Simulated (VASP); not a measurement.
InAs, 2 atoms in the cell. Symmetry: F-43m, No. 216, cubic system. Conventional cell: a = 5.926 Å, b = 5.926 Å, c = 5.926 Å, α = 90.00°, β = 90.00°, γ = 90.00°. In (site symmetry -43m) has 4 As at 2.57 Å within 3.4 Å. Within 3.4 Å of As (site symmetry -43m) lie 4 In at 2.57 Å.  This cell differs from its parent crystal: strain -3.0%.

```yaml
Program: VASP 6.6.1
Task: single point
Functional: HSE06
Potentials_or_basis: VASP PAW PBE potentials, release 64 (In_d, As)
Cutoff: 520 eV
k_mesh: 6 × 6 × 6
Occupations: fermi-dirac, width 0.02 eV
Spin: no spin polarisation
Dipole_correction: no
Grid_for_exact_exchange_PRECFOCK: Normal
Further_INCAR_settings: ALGO = Normal; EDIFF = 1e-06; NBANDS = 16
Share_of_exact_exchange: 0.25
Screening_parameter: 0.2079 1/Å
```

Potentials or basis: VASP PAW PBE potentials, release 64 (In_d, As).

Launch:

```bash
$ cat potpaw_PBE.64/In_d/POTCAR potpaw_PBE.64/As/POTCAR > POTCAR
$ cp INCAR.step1 INCAR
$ mpirun -np 1 vasp_std > vasp.out
$ cp INCAR.step2 INCAR
$ mpirun -np 1 vasp_std > vasp.out
```

Hardware: 1 thread of AMD EPYC 7R43 64-Core Processor (Zen 3) (shared host).

How long does it take, and how much memory?

Wall time 60 min on 1 thread of AMD EPYC 7R43 64-Core Processor (Zen 3), on a shared host, peak memory 0.27 GiB. Counts: k points 16.
